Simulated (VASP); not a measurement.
Al: single point with PBE

Al:

```
Al
1.0
     1.39736   -2.42029    0.00000
     1.39736    2.42029    0.00000
     0.00000    0.00000    4.62449
Al
2
Direct
  0.33333 0.66667 0.75000
  0.66667 0.33333 0.25000
```

This cell differs from its parent crystal: volume scaled by 0.94, then relaxed in part.

```yaml
Program: VASP 6.6.1
Task: single point
Functional: PBE
Potentials_or_basis: VASP PAW PBE potentials, release 64 (Al)
Cutoff: 520 eV
k_mesh: 22 × 22 × 12
Occupations: gaussian, width 0.1 eV
Spin: no spin polarisation
Dipole_correction: no
Further_INCAR_settings: ALGO = Fast; EDIFF = 1e-06; NBANDS = 10
```

```json
{
  "Pressure": "5.3 GPa",
  "Band gap on the k mesh": "zero (band 3 reaches 12.79 eV, above the bottom of band 4 at 5.32 eV)"
}
```

Levels at points of the mesh, in eV from the Fermi level:
| k point | band 1 | band 2 | band 3 | band 4 | band 5 | band 6 |
| --- | --- | --- | --- | --- | --- | --- |
| (0.00, 0.00, 0.00) | -11.52 | -4.88 | -4.63 | 11.24 | 11.24 | 11.45 |
| (0.50, 0.00, 0.00) | -5.41 | -5.30 | 0.59 | 1.11 | 1.41 | 1.80 |
| (0.00, 0.00, 0.50) | -9.80 | -9.80 | 3.30 | 3.30 | 12.32 | 12.32 |
| (0.50, 0.00, 0.50) | -4.08 | -4.08 | -3.25 | -3.25 | 7.48 | 7.48 |

Wall time 30 s on 1 thread of Intel(R) Xeon(R) 6975P-C (Granite Rapids), on a shared host, peak memory 0.2 GiB.
